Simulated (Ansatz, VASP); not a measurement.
# Two plane-wave programs on Na3SF

Contents of INCAR:

```
SYSTEM = Na3SF
  ALGO = Normal
  EDIFF = 1E-6
  ENCUT = 520
  GGA = PE
  ISIF = 2
  ISMEAR = 0
  LASPH = .True.
  LCHARG = .True.
  LELF = .True.
  LREAL = .False.
  LVHAR = .True.
  LWAVE = .False.
  NBANDS = 45
  NELM = 60
  PREC = Accurate
  SIGMA = 0.1
```

The input KPOINTS:

```
k-points
0
Gamma
  4 4 4
  0 0 0
```

File POSCAR:

```
Na3SF
1.0
    6.5205509800      0.0000000000      0.0000000000
    0.0000000000      6.5205509800      0.0000000000
    0.0000000000      0.0000000000      4.6107258100
Na S F
6 2 2
Direct
    0.7697460800      0.2697460800      0.0000000000
    0.7302539200      0.7697460800      0.0000000000
    0.5000000000      0.5000000000      0.5000000000
    0.2302539200      0.7302539200      0.0000000000
    0.2697460800      0.2302539200      0.0000000000
    0.0000000000      0.0000000000      0.5000000000
    0.0000000000      0.5000000000      0.5000000000
    0.5000000000      0.0000000000      0.5000000000
    0.5000000000      0.5000000000      0.0000000000
    0.0000000000      0.0000000000      0.0000000000
```

Input for Ansatz:

```yaml
crystal:
  lattice:
    - [6.52055098, 0.0, 0.0]
    - [0.0, 6.52055098, 0.0]
    - [0.0, 0.0, 4.61072581]
  atoms:
    - { symbol: Na, position: [0.76974608, 0.26974608, 0.0] }
    - { symbol: Na, position: [0.73025392, 0.76974608, 0.0] }
    - { symbol: Na, position: [0.5, 0.5, 0.5] }
    - { symbol: Na, position: [0.23025392, 0.73025392, 0.0] }
    - { symbol: Na, position: [0.26974608, 0.23025392, 0.0] }
    - { symbol: Na, position: [0.0, 0.0, 0.5] }
    - { symbol: S, position: [0.0, 0.5, 0.5] }
    - { symbol: S, position: [0.5, 0.0, 0.5] }
    - { symbol: F, position: [0.5, 0.5, 0.0] }
    - { symbol: F, position: [0.0, 0.0, 0.0] }
basis:
  ecutwfc: 420
kpoints:
  mp_grid: { grid: [4, 4, 4] }
hamiltonian:
  xc: pbe
scf:
  occupations: { method: gaussian, width: 0.1 }
  lower_state_search: "off"
output:
  forces: true
  stress: true
  eigenvalues: true
```

Alike in both runs: task single point; functional PBE; k mesh 4 × 4 × 4; occupations gaussian, width 0.1 eV; no spin polarisation.

|  | VASP | Ansatz |
| --- | --- | --- |
| version | VASP 6.6.1 | Ansatz 0.2.0 |
| potentials or method | VASP PAW PBE potentials, release 64 (Na_pv, S, F), cutoff 520 eV | scalar-relativistic, plane waves, PAW |
| valence electrons in the cell | 68 | 80 |

|  | VASP | Ansatz | Ansatz less VASP |
| --- | --- | --- | --- |
| gap on the k mesh at the Fermi level (eV) | 1.90 | 1.90 | +0.002 |
| least direct gap on the mesh (eV) | 1.92 | 1.92 | +0.002 |
| pressure (GPa) | -3.0 | -2.9 | +0.04 |
| rms of the force components (eV/Å) | 0.032 | 0.032 | 0.0000 |

Atom by atom the forces differ by 0.000 eV/Å (rms over components). VASP's potentials hold 68 valence electrons a cell and Ansatz's 80, so a difference there can come from the potentials and not from the codes.
